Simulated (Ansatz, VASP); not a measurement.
## One calculation of Si2W, two programs

The input INCAR:

```
PREC     = Accurate       # precision mode
ENCUT    = 520            # plane-wave cutoff, eV
EDIFF    = 1E-6           # SCF threshold, eV
ISMEAR   = 0              # smearing method
SIGMA    = 0.03           # smearing width, eV
LREAL    = F              # projectors in reciprocal space
LASPH    = T              # aspherical terms in the spheres
NELM     = 100            # most SCF steps
ALGO     = Normal         # electronic algorithm
ISIF     = 2              # what is computed and relaxed
LWAVE    = F              # write WAVECAR
LCHARG   = T              # write CHGCAR
GGA      = CA             # functional
LELF     = T              # ELF
LVHAR    = T            
NBANDS   = 43             # bands
```

Contents of KPOINTS:

```
Automatic mesh
0
Gamma
  9 9 6
```

POSCAR

```
Si2W
1.0
    4.5117692230      0.0000000000      0.0000000000
   -2.2558846115      3.9073067631      0.0000000000
    0.0000000000      0.0000000000      6.6832837500
Si W
6 3
Direct
    0.8466874044      0.6933748088      0.5000000000
    0.1533125956      0.8466874044      0.8333333333
    0.6933748088      0.8466874044      0.1666666667
    0.1533125956      0.3066251912      0.5000000000
    0.8466874044      0.1533125956      0.8333333333
    0.3066251912      0.1533125956      0.1666666667
    0.0000000000      0.5000000000      0.1666666667
    0.5000000000      0.5000000000      0.8333333333
    0.5000000000      0.0000000000      0.5000000000
```

Input for Ansatz:

```yaml
crystal:
  lattice:
    - [4.511769223, 0.0, 0.0]
    - [-2.2558846115, 3.9073067631, 0.0]
    - [0.0, 0.0, 6.68328375]
  atoms:
    - { symbol: Si, position: [0.8466874044, 0.6933748088, 0.5] }
    - { symbol: Si, position: [0.1533125956, 0.8466874044, 0.8333333333] }
    - { symbol: Si, position: [0.6933748088, 0.8466874044, 0.1666666667] }
    - { symbol: Si, position: [0.1533125956, 0.3066251912, 0.5] }
    - { symbol: Si, position: [0.8466874044, 0.1533125956, 0.8333333333] }
    - { symbol: Si, position: [0.3066251912, 0.1533125956, 0.1666666667] }
    - { symbol: W, position: [0.0, 0.5, 0.1666666667] }
    - { symbol: W, position: [0.5, 0.5, 0.8333333333] }
    - { symbol: W, position: [0.5, 0.0, 0.5] }
basis:
  ecutwfc: 420
kpoints:
  mp_grid: { grid: [9, 9, 6] }
hamiltonian:
  xc: lda
  pseudopotentials: { kind: paw, azcp: { folder: soft_1 } }
scf:
  occupations: { method: gaussian, width: 0.03 }
output:
  forces: true
  stress: true
  eigenvalues: true
```

Alike in both runs: task single point; functional LDA; k mesh 9 × 9 × 6; occupations gaussian, width 0.03 eV; no spin polarisation.

|  | VASP | Ansatz |
| --- | --- | --- |
| version | VASP 6.6.1 | Ansatz 0.2.0 |
| potentials or method | VASP PAW LDA potentials, release 64 (Si, W_sv), cutoff 520 eV | scalar-relativistic, plane waves, PAW |
| valence electrons in the cell | 66 | 66 |

Ansatz gave:

* gap on the k mesh at the Fermi level (eV): none
* pressure (GPa): 0.9
* traceless stress, the component that is largest in VASP (GPa): -6.55
* rms of the force components (eV/Å): 0.830

What did VASP give for the same quantities?

gap on the k mesh at the Fermi level (eV): none; pressure (GPa): 1.6; traceless stress, the component that is largest in VASP (GPa): -6.64; rms of the force components (eV/Å): 0.829.

Ansatz warns that its potentials were made for another functional, while VASP's fit it. LDA's correlation is that of Perdew and Zunger in VASP and of Perdew and Wang (1992) in Ansatz. Atom by atom the forces differ by 0.001 eV/Å (rms over components). A gap of «none» marks a metal or a gap that the smearing closes.

Spin-orbit coupling is off throughout.
